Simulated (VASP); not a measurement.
Input of a VASP 6.6.1 run:

INCAR

```
ALGO = Normal
EDIFF = 1E-7
ENCUT = 520
GGA = PS
ISIF = 2
ISMEAR = 0
LASPH = T
LCHARG = F
LREAL = F
LWAVE = F
NBANDS = 11
NELM = 60
PREC = Accurate
SIGMA = 0.01
```

Contents of KPOINTS:

```
k-points
0
Gamma
  10 10 10
```

The input POSCAR:

```
AlN
1.0
    2.1449058908      2.1449058908      0.0000000000
   -2.1449058908      2.1449058908      0.0000000000
    0.0000000000      2.1449058908      2.2149436342
Al N
1 1
Direct
    0.0000000000      0.0000000000      0.0000000000
    0.2500000000      0.7500000000      0.5000000000
```

Potentials or basis: VASP PAW PBE potentials, release 64 (Al, N).

Run with:

```console
$ cat potpaw_PBE.64/Al/POTCAR potpaw_PBE.64/N/POTCAR > POTCAR
$ mpirun -np 1 vasp_std > vasp.out
```

(1) Estimate the pressure.

(2) Predict the band gap on the k mesh.

Results:

(1) 6.0 GPa.

(2) 3.10 eV, indirect (least direct gap 4.27 eV).

Caveat: the cell differs from its parent crystal (in-plane strain -0.02); the PAW data sets were made with another functional, which shifts forces and pressure a little.
